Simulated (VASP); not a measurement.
A run of VASP 6.6.1:

Contents of INCAR:

```
SYSTEM = Ru
PREC     = Accurate       ! precision mode
ENCUT    = 520            ! plane-wave cutoff, eV
EDIFF    = 1E-7           ! SCF threshold, eV
ISMEAR   = 0              ! smearing method
SIGMA    = 0.15           ! smearing width, eV
LREAL    = .False.        ! projectors in reciprocal space
LASPH    = .True.         ! aspherical terms in the spheres
NELM     = 100            ! most SCF steps
ALGO     = Fast           ! electronic algorithm
ISIF     = 2              ! what is computed and relaxed
LWAVE    = .False.        ! write WAVECAR
LCHARG   = .True.         ! write CHGCAR
GGA      = PE             ! functional
LVHAR    = .True.       
NBANDS   = 21             ! bands
KPAR     = 4
```

The input KPOINTS:

```
Automatic mesh
0
Gamma
  24 24 14
  0 0 0
```

Contents of POSCAR:

```
Ru
1.0
    2.7200250909      0.0000000000      0.0000000000
   -1.3600125454      2.3556108276      0.0000000000
    0.0000000000      0.0000000000      4.2967694965
Ru
2
Direct
    0.2506135082      0.6666666667      0.1452701558
    0.6666666667      0.3333333333      0.7500000000
```

Potentials or basis: VASP PAW PBE potentials, release 64 (Ru_pv).

Command:

```sh
$ cat potpaw_PBE.64/Ru_pv/POTCAR > POTCAR
$ mpirun -np 4 vasp_std > vasp.out
```

Hardware: 4 MPI ranks on Oxide Virtual Turin-like Processor (shared host).

Q: Estimate the wall time of this run.

A: Run time: 16 min on 4 MPI ranks on Oxide Virtual Turin-like Processor (shared host), peak memory 1.6 GiB a rank. Counts: scf iterations 15, k points 4036.
